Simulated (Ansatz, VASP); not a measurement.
Two plane-wave programs on Eu

```
Eu
1.0
     4.10676    0.00000    0.00000
    -2.05338    3.55656    0.00000
     0.00000    0.00000    6.70771
Eu
2
Direct
  0.33333 0.66667 0.75000
  0.66667 0.33333 0.25000
```

Alike in both runs: task single point; functional PBE; k mesh 6 × 6 × 4; occupations gaussian, width 0.05 eV; collinear spin; Hubbard terms Eu f U = 6.0 eV.

```csv
,VASP,Ansatz
version,VASP 6.6.1,Ansatz 0.2.0
potentials or method,"VASP PAW PBE potentials, release 64 (Eu), cutoff 520 eV","scalar-relativistic, plane waves, PAW"
valence electrons in the cell,34,34
```

Ansatz gave:

- pressure (GPa): -0.3
- net moment per atom (μB): 7.46
- size of the moment on the site where the two differ most (μB): 7.22

**Question.** What did VASP give for the same quantities?

**Answer.** Pressure (GPa): -0.1; net moment per atom (μB): 7.46; size of the moment on the site where the two differ most (μB): 6.83.

Site moments also hang on the region over which each program counts them. The programs project onto different local orbitals, so the same U acts differently, and such runs can settle in different states. Ansatz's warnings: filled band counts differ across k points.

Spin-orbit coupling is off throughout.
